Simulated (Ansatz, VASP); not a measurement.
One calculation of Zr, two programs

```xyz
1
Lattice="-1.7979 1.7979 1.7979 1.7979 -1.7979 1.7979 1.7979 1.7979 -1.7979" Properties=species:S:1:pos:R:3 pbc="T T T"
Zr    0.0000    0.0000    0.0000
```

Change from the starting cell: volume scaled by 0.98, crystal datasets.

Alike in both runs: task electric field gradients; functional LDA; k mesh 16 × 16 × 16; occupations fermi-dirac, width 0.03 eV; no spin polarisation.

```csv
,VASP,Ansatz
version,VASP 6.6.1,Ansatz 0.2.0
potentials or method,"VASP PAW LDA potentials, release 64 (Zr_sv), cutoff 520 eV","all-electron PAW with datasets made for the crystal, scalar-relativistic"
```

```tsv
	VASP	Ansatz	Ansatz less VASP
pressure (GPa)	-8.1	-8.1	-0.05
```

LDA's correlation is that of Perdew and Zunger in VASP and of Perdew and Wang (1992) in Ansatz. Ansatz ran all-electron here, and VASP with PAW potentials.
